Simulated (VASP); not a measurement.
# Cd4Te (I4/m) in VASP: a series of runs

Runs on Cd4Te. Level: PBE. Tasks: single point, relaxation of cell and atoms.

Everything below comes from runs of VASP 6.6.1. Logs are shortened: lines on timing, memory, paths and dates and some standing lists are left out, and cuts for length are marked.

### Step 1. The cell of the first run

Symmetry: I4/m, No. 87, tetragonal system. The conventional cell has a = 7.169 Å, b = 7.169 Å, c = 4.469 Å, α = 90.00°, β = 90.00°, γ = 90.00°. Cd (site symmetry m) has 3 Te at 3.18 to 3.21 Å and 9 Cd at 3.18 to 3.21 Å within 4.2 Å. Te (site symmetry 4/m) has 12 Cd at 3.18 to 3.21 Å within 4.2 Å.

### Step 2. Single point, PBE

Contents of INCAR:

```
SYSTEM = Cd4Te
PREC     = Accurate       ! precision mode
ENCUT    = 520            ! plane-wave cutoff, eV
EDIFF    = 1E-7           ! SCF threshold, eV
ISMEAR   = 0              ! smearing method
SIGMA    = 0.1            ! smearing width, eV
LREAL    = .False.        ! projectors in reciprocal space
LASPH    = .True.         ! aspherical terms in the spheres
NELM     = 60             ! most SCF steps
ALGO     = Fast           ! electronic algorithm
ISIF     = 2              ! what is computed and relaxed
LWAVE    = .False.        ! write WAVECAR
LCHARG   = .False.        ! write CHGCAR
GGA      = PE             ! functional
NBANDS   = 35             ! bands
```

Contents of KPOINTS:

```
regular mesh
0
Gamma
  4 4 4
  0 0 0
```

Contents of POSCAR:

```
Cd4Te
1.0
   -3.5842671400      3.5842671400      2.2345780300
    3.5842671400     -3.5842671400      2.2345780300
    3.5842671400      3.5842671400     -2.2345780300
Cd Te
4 1
Direct
    0.4000000100      0.2000000100      0.6000000200
    0.2000000100      0.5999999900      0.8000000000
    0.5999999900      0.7999999900      0.3999999800
    0.7999999900      0.4000000100      0.2000000000
    0.0000000000      0.0000000000      0.0000000000
```

Potentials or basis: VASP PAW PBE potentials, release 64 (Cd, Te).

On the command line:

```sh
> cat potpaw_PBE.64/Cd/POTCAR potpaw_PBE.64/Te/POTCAR > POTCAR
> mpirun -np 1 vasp_std > vasp.out
```

OUTCAR:

```text
SYSTEM = Cd4Te
   PREC = Accurate
   ENCUT = 520
   EDIFF = 1E-7
   ISMEAR = 0
   LREAL = .False.
   LASPH = .True.
   NELM = 60
   ISIF = 2
   GGA = PE

 ion  position               nearest neighbor table
   1  0.400  0.200  0.600-   5 3.18   5 3.18   2 3.18   2 3.18   4 3.18   4 3.18   3 3.18   3 3.18
                             4 3.21   2 3.21   3 3.21   5 3.21
   2  0.200  0.600  0.800-   5 3.18   5 3.18   1 3.18   1 3.18   3 3.18   3 3.18   4 3.18   4 3.18
                             3 3.21   1 3.21   4 3.21   5 3.21
   3  0.600  0.800  0.400-   5 3.18   5 3.18   4 3.18   4 3.18   2 3.18   2 3.18   1 3.18   1 3.18
                             2 3.21   4 3.21   1 3.21   5 3.21
   4  0.800  0.400  0.200-   5 3.18   5 3.18   3 3.18   3 3.18   1 3.18   1 3.18   2 3.18   2 3.18
                             1 3.21   3 3.21   2 3.21   5 3.21
   5  0.000  0.000  0.000-   1 3.18   3 3.18   3 3.18   1 3.18   2 3.18   4 3.18   2 3.18   4 3.18
                             4 3.21   2 3.21   3 3.21   1 3.21

  LATTYP: Found a body centered tetragonal cell.
 ALAT       =     7.1685342800
 C/A-ratio  =     0.6234407043

  Lattice vectors:

 A1 = (  -3.5842671400,   3.5842671400,   2.2345780300)
 A2 = (   3.5842671400,  -3.5842671400,   2.2345780300)
 A3 = (   3.5842671400,   3.5842671400,  -2.2345780300)

Analysis of symmetry for initial positions (statically):
=====================================================================
 Subroutine PRICEL returns:
 Original cell was already a primitive cell.

 Routine SETGRP: Setting up the symmetry group for a
 body centered tetragonal supercell.

 Subroutine GETGRP returns: Found  8 space group operations
 (whereof  8 operations were pure point group operations)
 out of a pool of 16 trial point group operations.

The static configuration has the point symmetry C_4h.

Analysis of symmetry for dynamics (positions and initial velocities):
=====================================================================
 Subroutine PRICEL returns:
 Original cell was already a primitive cell.

 Routine SETGRP: Setting up the symmetry group for a
 body centered tetragonal supercell.

 Subroutine GETGRP returns: Found  8 space group operations
 (whereof  8 operations were pure point group operations)
 out of a pool of 16 trial point group operations.

The dynamic configuration has the point symmetry C_4h.

 Subroutine INISYM returns: Found  8 space group operations
 (whereof  8 operations are pure point group operations),
 and found     1 'primitive' translations

----------------------------------------------------------------------------------------

                                     Primitive cell

  volume of cell :     114.8302

  direct lattice vectors                    reciprocal lattice vectors
    -3.584267140  3.584267140  2.234578030     0.000000000  0.139498531  0.223755892
     3.584267140 -3.584267140  2.234578030     0.139498531  0.000000000  0.223755892
     3.584267140  3.584267140 -2.234578030     0.139498531  0.139498531  0.000000000

  length of vectors
     5.539610170  5.539610170  5.539610170     0.263678856  0.263678856  0.197280714

  position of ions in fractional coordinates (direct lattice)
     0.400000010  0.200000010  0.600000020
     0.200000010  0.599999990  0.800000000
     0.599999990  0.799999990  0.399999980
     0.799999990  0.400000010  0.200000000
     0.000000000  0.000000000  0.000000000

  ion indices of the primitive-cell ions
   primitive index   ion index
                 1           1
                 2           2
                 3           3
                 4           4
                 5           5

----------------------------------------------------------------------------------------

 KPOINTS: regular mesh

Automatic generation of k-mesh.
 Grid dimensions read from file:
 generate k-points for:    4    4    4

 Generating k-lattice:

  Cartesian coordinates                     Fractional coordinates (reciprocal lattice)
     0.000000000  0.034874633  0.055938973     0.250000000  0.000000000 -0.000000000
     0.034874633  0.000000000  0.055938973     0.000000000  0.250000000 -0.000000000
     0.034874633  0.034874633  0.000000000     0.000000000  0.000000000  0.250000000

  Length of vectors
     0.065919714  0.065919714  0.049320179

  Shift w.r.t. Gamma in fractional coordinates (k-lattice)
     0.000000000  0.000000000  0.000000000

 Subroutine IBZKPT returns following result:
 ===========================================

 Found     14 irreducible k-points:

 Following reciprocal coordinates:
            Coordinates               Weight
  0.000000  0.000000  0.000000      1.000000
  0.250000 -0.000000  0.000000      8.000000
  0.500000 -0.000000  0.000000      4.000000
  0.250000  0.250000  0.000000      8.000000
  0.500000  0.250000  0.000000      8.000000
 -0.250000  0.500000  0.000000      8.000000
 -0.250000  0.250000  0.000000      4.000000
  0.500000  0.500000  0.000000      2.000000
  0.250000  0.250000  0.250000      2.000000
 -0.250000  0.250000  0.250000      4.000000
  0.500000  0.500000  0.250000      4.000000
 -0.250000  0.500000  0.250000      8.000000
 -0.250000 -0.250000  0.250000      2.000000
  0.500000  0.500000  0.500000      1.000000
   k-points           NKPTS =     14   k-points in BZ     NKDIM =     14   number of bands    NBANDS=     35
   number of dos      NEDOS =    301   number of ions     NIONS =      5
   total plane-waves  NPLWV =  74088
   dimension x,y,z NGX =    42 NGY =   42 NGZ =   42
   dimension x,y,z NGXF=    84 NGYF=   84 NGZF=   84
   ions per type =               4   1
   NGX,Y,Z   is equivalent  to a cutoff of  12.60, 12.60, 12.60 a.u.
   NGXF,Y,Z  is equivalent  to a cutoff of  25.21, 25.21, 25.21 a.u.
 SYSTEM =  Cd4Te
   PREC   = accura    normal or accurate (medium, high low for compatibility)
   ISTART =      0    job   : 0-new  1-cont  2-samecut
   ICHARG =      2    charge: 1-file 2-atom 10-const
   ISPIN  =      1    spin polarized calculation?
   LNONCOLLINEAR =      F non collinear calculations
   LSORBIT =      F    spin-orbit coupling
   LASPH  =      T    aspherical Exc in radial PAW
   ENCUT  =  520.0 eV  38.22 Ry    6.18 a.u.  10.30 10.30 10.30*2*pi/ulx,y,z
   NELM   =     60;   NELMIN=  2; NELMDL= -5     # of ELM steps
   EDIFF  = 0.1E-06   stopping-criterion for ELM
   LREAL  =      F    real-space projection
   EDIFFG = 0.1E-05   stopping-criterion for IOM
   NSW    =      0    number of steps for IOM
   IBRION =     -1    ionic relax: 0-MD 1-quasi-New 2-CG
   NFREE  =      0    steps in history (QN), initial steepest desc. (CG)
   ISIF   =      2    stress and relaxation
   ISYM   =      2    0-nonsym 1-usesym 2-fastsym
   POTIM  = 0.5000    time-step for ionic-motion
   TEBEG  =    0.0;   TEEND  =   0.0 temperature during run
   PSTRESS=    0.0 pullay stress
   NELECT =      54.0000    total number of electrons
   NUPDOWN=      -1.0000    fix difference up-down
   EMIN   =  10.00;   EMAX   =-10.00  energy-range for DOS
   EFERMI =   0.00;   METHOD = LEGACY
   ISMEAR =     0;   SIGMA  =   0.10  broadening in eV -4-tet -1-fermi 0-gaus
   EFERMI_NEDOS =   21; number of points for ismear=-14 and -15
   IALGO  =     68    algorithm
   IMIX   =      4    mixing-type and parameters
     AMIX     =   0.40;   BMIX     =  1.00
     AMIX_MAG =   1.60;   BMIX_MAG =  1.00
  volume/ion in A,a.u.               =      22.97       154.98
  Fermi-wavevector in a.u.,A,eV,Ry     =   1.273075  2.405763 22.051235  1.620720
  Thomas-Fermi vector in A             =   2.405918
   LORBIT       =      0    0 simple, 1 ext, 2 COOP (PROOUT), +10 PAW based schemes
   GGA     = PE    functional components
   LHFCALC =     F    Hartree Fock is set to
   AEXX    =    0.0000 exact exchange contribution
   IVDW    =     0    specifies the selected vdW correction
   LEPSILON=     F    determine dielectric tensor
   LRPA    =     F    only Hartree local field effects (RPA)
 non-spin polarized calculation
 RMM-DIIS sequential band-by-band and
 Gauss-broadening in eV      SIGMA  =   0.10
  energy-cutoff  :      520.00
  volume of cell :      114.83
 maximum number of plane-waves:      3125
 NGX is ok and might be reduce to    42
   NGX = 21   NGY = 21   NGZ = 21

 number of electron      54.0000008 magnetization

 Free energy of the ion-electron system (eV)
  ---------------------------------------------------
  ext. energy  EPLUGINS =         0.00000000
  ---------------------------------------------------
  free energy    TOTEN  =        -5.70781532 eV

  energy without entropy =       -5.69217745  energy(sigma->0) =       -5.69999638

 E-fermi :   4.2696     XC(G=0): -10.7871

 val. band max:        4.2157207923   @ k =   0.2500  -0.0000   0.0000
 cond. band min:       4.2954624812   @ k =  -0.2500   0.5000   0.0000
 fundamental gap:      0.0797416889
 Fermi energy:         4.2695848048

 k-point     1 :       0.0000    0.0000    0.0000
  band No.  band energies     occupation
      1      -8.2262      2.00000
      2      -5.0580      2.00000
      3      -5.0038      2.00000
      4      -5.0038      2.00000
      5      -4.9260      2.00000
      6      -4.8467      2.00000
[... 27 lines left out ...]
     34       8.3761      0.00000
     35       8.5140      0.00000

 k-point     2 :       0.2500   -0.0000    0.0000
  band No.  band energies     occupation
      1      -8.0063      2.00000
      2      -5.0297      2.00000
      3      -4.9716      2.00000
      4      -4.9544      2.00000
      5      -4.9145      2.00000
      6      -4.8733      2.00000
[... 27 lines left out ...]
     34       9.9740      0.00000
     35      11.4022      0.00000
[... 416 lines left out ...]
     34      10.2198      0.00000
     35      11.5211      0.00000

 k-point    14 :       0.5000    0.5000    0.5000
  band No.  band energies     occupation
      1      -7.8715      2.00000
      2      -5.1705      2.00000
      3      -5.1105      2.00000
      4      -5.0960      2.00000
      5      -5.0642      2.00000
      6      -4.9123      2.00000
[... 27 lines left out ...]
     34      10.3893      0.00000
     35      10.3907      0.00000

------------------------ aborting loop because EDIFF is reached ----------------------------------------

  FORCE on cell =-STRESS in cart. coord.  units (eV):
  Direction    XX          YY          ZZ          XY          YZ          ZX
  --------------------------------------------------------------------------------------
  -------------------------------------------------------------------------------------
  Total        4.1349277      4.1349277      2.5902934     -0.0000000      0.0000000     -0.0000000
  in kB       57.6928833     57.6928833     36.1412595     -0.0000001      0.0000000     -0.0000000
  external PRESSURE =      50.5090087 kB  Pullay stress =       0.0000000 kB

 VOLUME and BASIS-vectors are now :
 -----------------------------------------------------------------------------
  energy-cutoff  :      520.00
  volume of cell :      114.83
      direct lattice vectors                 reciprocal lattice vectors
    -3.584267140  3.584267140  2.234578030     0.000000000  0.139498531  0.223755892
     3.584267140 -3.584267140  2.234578030     0.139498531  0.000000000  0.223755892
     3.584267140  3.584267140 -2.234578030     0.139498531  0.139498531  0.000000000

 POSITION                                       TOTAL-FORCE (eV/Angst)
 -----------------------------------------------------------------------------------
      1.43371      2.86741     -0.00000        -0.231059      0.143962      0.000000
      4.30112      1.43371      0.00000        -0.143962     -0.231059     -0.000000
      2.15056      0.71685      2.23458         0.231059     -0.143962     -0.000000
     -0.71685      2.15056      2.23458         0.143962      0.231059      0.000000
      0.00000      0.00000      0.00000         0.000000      0.000000     -0.000000
 -----------------------------------------------------------------------------------
    total drift:                                0.000000     -0.000000      0.000000

  FREE ENERGIE OF THE ION-ELECTRON SYSTEM (eV)
  ---------------------------------------------------
  free  energy   TOTEN  =        -5.7078153230 eV

  energy  without entropy=       -5.6921774465  energy(sigma->0) =       -5.69999638
```

It took 64 s on 1 thread of Intel Xeon 6975P-C, shared host; peak memory 0.28 GiB.

Results:

```
Free energy            : -5.7078 eV
Pressure               : 5.1 GPa
Largest force          : 0.272 eV/Å
Band gap on the k mesh : zero (band 27 reaches 5.78 eV, above the bottom of band 28 at 3.14 eV)
```

Forces in eV/Å, atoms in the order of the input:
```
Cd  -0.231  0.144  0.000
Cd  -0.144 -0.231  0.000
Cd   0.231 -0.144  0.000
Cd   0.144  0.231  0.000
Te   0.000  0.000  0.000
```

Levels at points of the mesh, in eV from the Fermi level:
| k point | band 24 | band 25 | band 26 | band 27 | band 28 | band 29 | band 30 | band 31 |
| --- | --- | --- | --- | --- | --- | --- | --- | --- |
| (0.00, 0.00, 0.00) | -3.70 | -2.21 | -1.85 | 0.62 | 1.53 | 1.53 | 2.62 | 2.62 |
| (0.50, 0.00, 0.00) | -4.04 | -3.82 | -2.24 | -0.62 | 0.38 | 1.56 | 2.32 | 2.76 |
| (0.50, 0.50, 0.00) | -3.50 | -2.29 | -1.52 | 0.12 | 1.04 | 1.07 | 1.61 | 2.44 |
| (0.50, 0.50, 0.50) | -5.19 | -3.15 | -0.84 | 1.51 | 1.51 | 2.82 | 4.02 | 5.51 |

Caveat: the k points lie up to 0.41 Å⁻¹ apart; spin-orbit coupling is left out, which moves the levels of the heavy elements.

### Step 3. Single point, PBE

This run uses another cell than the first one, of 25.38 Å³/atom, 1.105 times its volume.

Contents of INCAR:

```
SYSTEM = Cd4Te
  ALGO = Normal
  EDIFF = 1E-6
  ENCUT = 520
  GGA = PE
  ISIF = 2
  ISMEAR = 0
  LASPH = .TRUE.
  LCHARG = .FALSE.
  LREAL = .FALSE.
  LWAVE = .FALSE.
  NBANDS = 35
  NELM = 60
  PREC = Accurate
  SIGMA = 0.1
```

Contents of KPOINTS:

```
k-points
0
G
  4 4 4
  0 0 0
```

Contents of POSCAR:

```
Cd4Te
1.0
   -3.7544217234      3.7544217234      2.2503447031
    3.7544217234     -3.7544217234      2.2503447031
    3.7544217234      3.7544217234     -2.2503447031
Cd Te
4 1
Direct
    0.4064455118      0.1928234182      0.5992689300
    0.1928234182      0.5935544882      0.7863779064
    0.5935544882      0.8071765818      0.4007310700
    0.8071765818      0.4064455118      0.2136220936
    0.0000000000      0.0000000000      0.0000000000
```

Potentials or basis: VASP PAW PBE potentials, release 64 (Cd, Te).

On the command line:

```sh
> cat potpaw_PBE.64/Cd/POTCAR potpaw_PBE.64/Te/POTCAR > POTCAR
> mpirun -np 1 vasp_std > vasp.out
```

Run time: 55 s. Hardware: 1 thread of Intel Xeon 6975P-C, shared host; peak memory 0.34 GiB.

Results (log left out):

- Free energy: -5.9341 eV
- Pressure: -0.1 GPa
- Largest force: 0.019 eV/Å
- Band gap on the k mesh: zero (band 27 reaches 4.61 eV, above the bottom of band 28 at 2.32 eV)

Forces in eV/Å, atoms in the order of the input:
```
Cd  -0.005  0.018  0.000
Cd  -0.018 -0.005  0.000
Cd   0.005 -0.018  0.000
Cd   0.018  0.005  0.000
Te   0.000  0.000  0.000
```

Stress tensor (GPa, compression positive):
```
-0.01  0.00  0.00
 0.00 -0.01  0.00
 0.00  0.00 -0.17
```

Levels at points of the mesh, in eV from the Fermi level:
```
           k point  band 25  band 26  band 27  band 28  band 29  band 30
(0.00, 0.00, 0.00)    -1.92    -1.61     0.74     1.26     1.26     2.99
(0.50, 0.00, 0.00)    -3.48    -2.02    -0.83     0.25     1.15     2.04
(0.50, 0.50, 0.00)    -1.92    -1.72    -0.26     1.31     1.42     1.52
(0.50, 0.50, 0.50)    -2.56    -0.53     1.17     1.17     2.65     3.70
```

Caveat: the k points lie up to 0.41 Å⁻¹ apart; spin-orbit coupling is left out, which moves the levels of the heavy elements.

(Continued in part 2 of 2.)
